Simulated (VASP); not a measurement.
# Co (P6_3/mmc) in VASP: single point with PBE+D3(BJ)

Aim: the single point of Co with PBE+D3(BJ).

Program: VASP 6.6.1. These are calculated values, not measurements. Logs are shortened: lines on timing, memory, paths and dates and some standing lists are left out, and cuts for length are marked.

### Step 1. The cell of the first run

It takes space group P6_3/mmc (No. 194, hexagonal). Conventional cell: a = 2.460 Å, b = 2.460 Å, c = 3.970 Å, α = 90.00°, β = 90.00°, γ = 120.00°. Co (site symmetry -6m2) has 12 Co at 2.44 to 2.46 Å within 3.2 Å.

### Step 2. Single point, PBE+D3(BJ), collinear spin, ferromagnetic start

The input, INCAR:

```
ALGO = Normal ; EDIFF = 1E-6
ENCUT = 600 ; GGA = PE
GGA_COMPAT = F ; ISIF = 2
ISMEAR = 0 ; ISPIN = 2
IVDW = 12 ; LASPH = T
LCHARG = F ; LMAXMIX = 4
LORBIT = 11 ; LREAL = F
LWAVE = F ; MAGMOM = 1.8 1.8
NBANDS = 20 ; NELM = 200
PREC = Accurate ; SIGMA = 0.1
```

The input, KPOINTS:

```
k-points
0
Gamma
  9 9 4
```

The input, POSCAR:

```
Co
1.0
    2.4600000000      0.0000000000      0.0000000000
   -1.2300000000      2.1304225000      0.0000000000
    0.0000000000      0.0000000000      3.9700000000
Co
2
Direct
    0.3333333000      0.6666667000      0.2500000000
    0.6666667000      0.3333333000      0.7500000000
```

Potentials or basis: VASP PAW PBE potentials, release 64 (Co).

On the command line:

```bash
cat potpaw_PBE.64/Co/POTCAR > POTCAR
mpirun -np 1 vasp_std > vasp.out
```

OUTCAR:

```text
EDIFF = 1E-6
   ENCUT = 600
   GGA = PE
   ISIF = 2
   ISMEAR = 0
   ISPIN = 2
   IVDW = 12
   LASPH = T
   LORBIT = 11
   LREAL = F
   NELM = 200
   PREC = Accurate
 IVDW          = 12

 ion  position               nearest neighbor table
   1  0.333  0.667  0.250-   2 2.44   2 2.44   2 2.44   2 2.44   2 2.44   2 2.44
   2  0.667  0.333  0.750-   1 2.44   1 2.44   1 2.44   1 2.44   1 2.44   1 2.44

  LATTYP: Found a hexagonal cell.
 ALAT       =     2.4600000000
 C/A-ratio  =     1.6138211382

  Lattice vectors:

 A1 = (   2.4600000000,   0.0000000000,   0.0000000000)
 A2 = (  -1.2300000000,   2.1304225000,   0.0000000000)
 A3 = (   0.0000000000,   0.0000000000,   3.9700000000)

Analysis of symmetry for initial positions (statically):
=====================================================================
 Subroutine PRICEL returns:
 Original cell was already a primitive cell.

 Routine SETGRP: Setting up the symmetry group for a
 hexagonal supercell.

 Subroutine GETGRP returns: Found 24 space group operations
 (whereof 12 operations were pure point group operations)
 out of a pool of 24 trial point group operations.

The static configuration has the point symmetry D_3d.
 The point group associated with its full space group is D_6h.

Analysis of symmetry for dynamics (positions and initial velocities):
=====================================================================
 Subroutine PRICEL returns:
 Original cell was already a primitive cell.

 Routine SETGRP: Setting up the symmetry group for a
 hexagonal supercell.

 Subroutine GETGRP returns: Found 24 space group operations
 (whereof 12 operations were pure point group operations)
 out of a pool of 24 trial point group operations.

The dynamic configuration has the point symmetry D_3d.
 The point group associated with its full space group is D_6h.

Analysis of structural, dynamic, and magnetic symmetry:
=====================================================================
 Subroutine PRICEL returns:
 Original cell was already a primitive cell.

 Routine SETGRP: Setting up the symmetry group for a
 hexagonal supercell.

 Subroutine GETGRP returns: Found 24 space group operations
 (whereof 12 operations were pure point group operations)
 out of a pool of 24 trial point group operations.

The overall configuration has the point symmetry D_3d.
 The point group associated with its full space group is D_6h.

 Subroutine INISYM returns: Found 24 space group operations
 (whereof 12 operations are pure point group operations),
 and found     1 'primitive' translations

----------------------------------------------------------------------------------------

                                     Primitive cell

  volume of cell :      20.8061

  direct lattice vectors                    reciprocal lattice vectors
     2.460000000  0.000000000  0.000000000     0.406504065  0.234695231  0.000000000
    -1.230000000  2.130422500  0.000000000     0.000000000  0.469390461  0.000000000
     0.000000000  0.000000000  3.970000000     0.000000000  0.000000000  0.251889169

  length of vectors
     2.460000000  2.460000006  3.970000000     0.469390462  0.469390461  0.251889169

  position of ions in fractional coordinates (direct lattice)
     0.333333300  0.666666700  0.250000000
     0.666666700  0.333333300  0.750000000

  ion indices of the primitive-cell ions
   primitive index   ion index
                 1           1
                 2           2

----------------------------------------------------------------------------------------

 KPOINTS: k-points

Automatic generation of k-mesh.
 Grid dimensions read from file:
 generate k-points for:    9    9    4

 Generating k-lattice:

  Cartesian coordinates                     Fractional coordinates (reciprocal lattice)
     0.045167118  0.026077248  0.000000000     0.111111111 -0.000000000  0.000000000
     0.000000000  0.052154496  0.000000000     0.000000000  0.111111111  0.000000000
     0.000000000  0.000000000  0.062972292     0.000000000  0.000000000  0.250000000

  Length of vectors
     0.052154496  0.052154496  0.062972292

  Shift w.r.t. Gamma in fractional coordinates (k-lattice)
     0.000000000  0.000000000  0.000000000

 Subroutine IBZKPT returns following result:
 ===========================================

 Found     36 irreducible k-points:

 Following reciprocal coordinates:
            Coordinates               Weight
  0.000000  0.000000  0.000000      1.000000
  0.111111  0.000000  0.000000      6.000000
  0.222222  0.000000  0.000000      6.000000
  0.333333  0.000000  0.000000      6.000000
  0.444444  0.000000  0.000000      6.000000
  0.111111  0.111111  0.000000      6.000000
[... 16 lines left out ...]
  0.333333  0.222222  0.250000     24.000000
  0.333333  0.333333  0.250000      4.000000
 [... further k-points ...]
   k-points           NKPTS =     36   k-points in BZ     NKDIM =     36   number of bands    NBANDS=     20
   number of dos      NEDOS =    301   number of ions     NIONS =      2
   total plane-waves  NPLWV =  12800
   dimension x,y,z NGX =    20 NGY =   20 NGZ =   32
   dimension x,y,z NGXF=    40 NGYF=   40 NGZF=   64
   ions per type =               2
   NGX,Y,Z   is equivalent  to a cutoff of  13.52, 13.52, 13.40 a.u.
   NGXF,Y,Z  is equivalent  to a cutoff of  27.03, 27.03, 26.80 a.u.
 SYSTEM =  unknown system
   PREC   = accura    normal or accurate (medium, high low for compatibility)
   ISTART =      0    job   : 0-new  1-cont  2-samecut
   ICHARG =      2    charge: 1-file 2-atom 10-const
   ISPIN  =      2    spin polarized calculation?
   LNONCOLLINEAR =      F non collinear calculations
   LSORBIT =      F    spin-orbit coupling
   LASPH  =      T    aspherical Exc in radial PAW
   ENCUT  =  600.0 eV  44.10 Ry    6.64 a.u.   4.91  4.91  7.93*2*pi/ulx,y,z
   NELM   =    200;   NELMIN=  2; NELMDL= -5     # of ELM steps
   EDIFF  = 0.1E-05   stopping-criterion for ELM
   LREAL  =      F    real-space projection
   EDIFFG = 0.1E-04   stopping-criterion for IOM
   NSW    =      0    number of steps for IOM
   IBRION =     -1    ionic relax: 0-MD 1-quasi-New 2-CG
   NFREE  =      0    steps in history (QN), initial steepest desc. (CG)
   ISIF   =      2    stress and relaxation
   ISYM   =      2    0-nonsym 1-usesym 2-fastsym
   POTIM  = 0.5000    time-step for ionic-motion
   TEBEG  =    0.0;   TEEND  =   0.0 temperature during run
   PSTRESS=    0.0 pullay stress
   NELECT =      18.0000    total number of electrons
   NUPDOWN=      -1.0000    fix difference up-down
   EMIN   =  10.00;   EMAX   =-10.00  energy-range for DOS
   EFERMI =   0.00;   METHOD = LEGACY
   ISMEAR =     0;   SIGMA  =   0.10  broadening in eV -4-tet -1-fermi 0-gaus
   EFERMI_NEDOS =   21; number of points for ismear=-14 and -15
   IALGO  =     38    algorithm
   IMIX   =      4    mixing-type and parameters
     AMIX     =   0.40;   BMIX     =  1.00
     AMIX_MAG =   1.60;   BMIX_MAG =  1.00
  volume/ion in A,a.u.               =      10.40        70.20
  Fermi-wavevector in a.u.,A,eV,Ry     =   1.559918  2.947818 33.107674  2.433345
  Thomas-Fermi vector in A             =   2.663206
   LORBIT       =     11    0 simple, 1 ext, 2 COOP (PROOUT), +10 PAW based schemes
   GGA     = PE    functional components
   LHFCALC =     F    Hartree Fock is set to
   AEXX    =    0.0000 exact exchange contribution
   IVDW    =    12    specifies the selected vdW correction
   LEPSILON=     F    determine dielectric tensor
   LRPA    =     F    only Hartree local field effects (RPA)
 spin polarized calculation
 Gauss-broadening in eV      SIGMA  =   0.10
  energy-cutoff  :      600.00
  volume of cell :       20.81
 maximum number of plane-waves:       706
 NGX is ok and might be reduce to    20
   NGX =  9   NGY =  9   NGZ = 15

 number of electron      18.0000000 magnetization       3.0140266

 Free energy of the ion-electron system (eV)
  ---------------------------------------------------
  ext. energy  EPLUGINS =         0.00000000
  ---------------------------------------------------
  free energy    TOTEN  =       -14.04253871 eV

  energy without entropy =      -14.03296414  energy(sigma->0) =      -14.03775142

 E-fermi :  10.8870     XC(G=0): -13.6509

 val. band max:       10.8510598006   @ k =   0.1111   0.1111   0.0000
 cond. band min:      10.8898875957   @ k =   0.2222   0.1111   0.5000
 fundamental gap:      0.0388277951
 Fermi energy:        10.8869783646

 spin component 1

 k-point     1 :       0.0000    0.0000    0.0000
  band No.  band energies     occupation
      1       1.7106      1.00000
      2       5.5676      1.00000
      3       8.2510      1.00000
      4       8.2693      1.00000
      5       8.2693      1.00000
      6       8.6080      1.00000
[... 12 lines left out ...]
     19      37.4643      0.00000
     20      37.4643      0.00000

 k-point     2 :       0.1111    0.0000    0.0000
  band No.  band energies     occupation
      1       2.1534      1.00000
      2       5.8281      1.00000
      3       7.9203      1.00000
      4       8.4711      1.00000
      5       8.4813      1.00000
      6       8.5888      1.00000
[... 12 lines left out ...]
     19      37.7249      0.00000
     20      40.8747      0.00000
[... 465 lines left out ...]
      3       6.8415      1.00000
      4       7.2678      1.00000
      5       7.8655      1.00000
      6       8.3270      1.00000
[... 12 lines left out ...]
     19      33.9270      0.00000
     20      39.9204      0.00000

 k-point    24 :       0.3333    0.3333    0.2500
  band No.  band energies     occupation
      1       6.6388      1.00000
      2       6.8848      1.00000
      3       6.8848      1.00000
      4       7.1625      1.00000
      5       7.9308      1.00000
      6       7.9308      1.00000
[... 12 lines left out ...]
     19      30.8625      0.00000
     20      41.3783      0.00000

 [... further k-points ...]

 spin component 2

 k-point     1 :       0.0000    0.0000    0.0000
  band No.  band energies     occupation
      1       1.7036      1.00000
      2       6.4490      1.00000
      3       9.7891      1.00000
      4       9.7984      1.00000
      5       9.7984      1.00000
      6      10.1897      1.00000
[... 12 lines left out ...]
     19      37.7408      0.00000
     20      37.7408      0.00000

 k-point     2 :       0.1111    0.0000    0.0000
  band No.  band energies     occupation
      1       2.1487      1.00000
      2       6.7439      1.00000
      3       9.3866      1.00000
      4       9.6651      1.00000
      5      10.0222      1.00000
      6      10.0300      1.00000
[... 12 lines left out ...]
     19      37.6656      0.00000
     20      41.1425      0.00000
[... 465 lines left out ...]
      3       7.9847      1.00000
      4       8.4019      1.00000
      5       9.2406      1.00000
      6       9.5355      1.00000
[... 12 lines left out ...]
     19      34.1466      0.00000
     20      40.0224      0.00000

 k-point    24 :       0.3333    0.3333    0.2500
  band No.  band energies     occupation
      1       7.8190      1.00000
      2       7.9833      1.00000
      3       7.9833      1.00000
      4       8.1023      1.00000
      5       9.2093      1.00000
      6       9.2093      1.00000
[... 12 lines left out ...]
     19      31.1671      0.00000
     20      41.3838      0.00000

 [... further k-points ...]

------------------------ aborting loop because EDIFF is reached ----------------------------------------

 Edisp (eV)   -0.87080

 E8    (eV) :    -0.3823

  FORCE on cell =-STRESS in cart. coord.  units (eV):
  Direction    XX          YY          ZZ          XY          YZ          ZX
  --------------------------------------------------------------------------------------
  -------------------------------------------------------------------------------------
  Total       0.10355     0.10355     0.20931     0.00000    -0.00000     0.00000
  in kB       7.97423     7.97423    16.11757     0.00000    -0.00000     0.00000
  external pressure =       10.69 kB  Pullay stress =        0.00 kB

 VOLUME and BASIS-vectors are now :
 -----------------------------------------------------------------------------
  energy-cutoff  :      600.00
  volume of cell :       20.81
      direct lattice vectors                 reciprocal lattice vectors
     2.460000000  0.000000000  0.000000000     0.406504065  0.234695231  0.000000000
    -1.230000000  2.130422500  0.000000000     0.000000000  0.469390461  0.000000000
     0.000000000  0.000000000  3.970000000     0.000000000  0.000000000  0.251889169

 POSITION                                       TOTAL-FORCE (eV/Angst)
 -----------------------------------------------------------------------------------
     -0.00000      1.42028      0.99250        -0.000000      0.000000      0.000000
      1.23000      0.71014      2.97750         0.000000     -0.000000      0.000000
 -----------------------------------------------------------------------------------
    total drift:                                0.000001      0.000002     -0.000003

  FREE ENERGIE OF THE ION-ELECTRON SYSTEM (eV)
  ---------------------------------------------------
  free  energy   TOTEN  =       -14.9133391135 eV

  energy  without entropy=      -14.9037645407  energy(sigma->0) =      -14.90855183

 total charge

# of ion       s       p       d       tot
------------------------------------------
    1        0.505   0.554   7.301   8.360
    2        0.505   0.554   7.301   8.360
--------------------------------------------------
tot          1.009   1.108  14.603  16.720

 magnetization (x)

# of ion       s       p       d       tot
------------------------------------------
    1       -0.017  -0.054   1.590   1.519
    2       -0.017  -0.054   1.590   1.519
--------------------------------------------------
tot         -0.034  -0.107   3.179   3.038
```

It took 26 s on 1 thread of Intel Xeon 6975P-C, shared host; peak memory 0.17 GiB.

What came out:

```
Free energy                                           : -14.9133 eV
Pressure                                              : 1.1 GPa
Net moment                                            : 3.01 μB per cell
Site moments                                          : Co +1.52 μB
Valence electrons inside the program's atomic spheres : Co 8.36
Dispersion energy per atom                            : -0.435 eV
```

Caveat: the k points lie up to 0.40 Å⁻¹ apart; pairwise dispersion overbinds metals, which lowers pressure and volume.
